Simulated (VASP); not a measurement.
Wanted: the native input for a VASP 6.6.1 run.

```
Task                   : single point
Functional             : r2SCAN
Potentials or basis    : VASP PAW PBE potentials, release 64 (Ca_sv, O_h)
Cutoff                 : 910 eV
k mesh                 : 8 × 8 × 8
Occupations            : gaussian, width 0.01 eV
Spin                   : no spin polarisation
Dipole correction      : no
Further INCAR settings : ALGO = Normal; EDIFF = 1e-06; NBANDS = 15
```

The system is CaO.

```
Ca O
1.0
     2.35512    2.35512    0.00000
    -2.35512    2.35512    0.00000
     0.00000    2.35512    2.35512
Ca O
1 1
Direct
  0.00000 0.00000 0.00000
  0.50000 0.50000 0.00000
```

The input as run:

POSCAR

```
CaO
1.0
    2.3551214364      2.3551214364      0.0000000000
   -2.3551214364      2.3551214364      0.0000000000
    0.0000000000      2.3551214364      2.3551214364
Ca O
1 1
Direct
    0.0000000000      0.0000000000      0.0000000000
    0.5000000000      0.5000000000      0.0000000000
```

INCAR.step1

```
SYSTEM = CaO
PREC = Accurate
ENCUT = 910
ISMEAR = 0
SIGMA = 0.01
LREAL = .FALSE.
LASPH = .TRUE.
NELM = 120
NBANDS = 15
GGA = PE
ALGO = Normal
EDIFF = 1E-5
LWAVE = .TRUE.
LCHARG = .FALSE.
GGA_COMPAT = .FALSE.
```

INCAR.step2

```
SYSTEM = CaO
PREC = Accurate
ENCUT = 910
EDIFF = 1E-6
ISMEAR = 0
SIGMA = 0.01
LREAL = .FALSE.
LASPH = .TRUE.
NELM = 120
ALGO = Normal
ISIF = 2
LWAVE = .FALSE.
LCHARG = .FALSE.
METAGGA = R2SCAN
LMIXTAU = .TRUE.
NBANDS = 15
ISTART = 1
GGA_COMPAT = .FALSE.
```

KPOINTS

```
Automatic mesh
0
G
  8 8 8
  0 0 0
```

Potentials or basis: VASP PAW PBE potentials, release 64 (Ca_sv, O_h).

Run with:

```console
$ cat potpaw_PBE.64/Ca_sv/POTCAR potpaw_PBE.64/O_h/POTCAR > POTCAR
$ cp INCAR.step1 INCAR
$ mpirun -np 1 vasp_std > vasp.out
$ cp INCAR.step2 INCAR
$ mpirun -np 1 vasp_std > vasp.out
```

Results of the run:

```json
{
  "Pressure": "8.2 GPa",
  "Band gap on the k mesh": "4.17 eV (least direct gap 4.52 eV)"
}
```

Caveat: the cutoff is under 1.25 times the usual one of these potentials, so pressure, stress and relaxed cells hold a basis-set (Pulay) error; the cell stands under pressure; the PAW data sets were made with another functional, which shifts forces and pressure a little.

It took 3.4 min on 1 thread of Intel(R) Xeon(R) Platinum 8259CL CPU @ 2.50GHz (Skylake/Cascade Lake), on a shared host, peak memory 0.22 GiB.
